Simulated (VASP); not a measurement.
Li3OF, 5 atoms in the cell. It takes space group Pm-3m (No. 221, cubic). The conventional cell has a = 3.753 Å, b = 3.753 Å, c = 3.753 Å, α = 90.00°, β = 90.00°, γ = 90.00°. Within 3.5 Å of F (site symmetry m-3m) lie 12 Li at 2.65 Å and 8 O at 3.25 Å. Within 2.5 Å of O (site symmetry m-3m) lie 6 Li at 1.88 Å. Li (site symmetry 4/mmm) has 2 O at 1.88 Å within 2.5 Å.  This cell differs from its parent crystal: volume changed by +6%.

| Item | Value |
| --- | --- |
| Program | VASP 6.6.1 |
| Task | single point |
| Functional | PBE |
| Potentials or basis | VASP PAW PBE potentials, release 64 (F, O, Li_sv) |
| Cutoff | 520 eV |
| k mesh | 6 × 6 × 6 |
| Occupations | gaussian, width 0.01 eV |
| Spin | no spin polarisation |
| Dipole correction | no |
| Further INCAR settings | ALGO = Normal; EDIFF = 1e-06; NBANDS = 19 |

Potentials or basis: VASP PAW PBE potentials, release 64 (F, O, Li_sv).

The run is started by

```sh
$ cat potpaw_PBE.64/F/POTCAR potpaw_PBE.64/O/POTCAR potpaw_PBE.64/Li_sv/POTCAR > POTCAR
$ mpirun -np 1 vasp_std > vasp.out
```

Hardware: 1 thread of AMD EPYC 9R14 (Zen 4), on a shared host.

Task: Estimate the wall time of this run.

Result: Run time: 15 s on 1 thread of AMD EPYC 9R14 (Zen 4), with other jobs on the host, peak memory 0.13 GiB. Counts: scf iterations 16, k points 20.
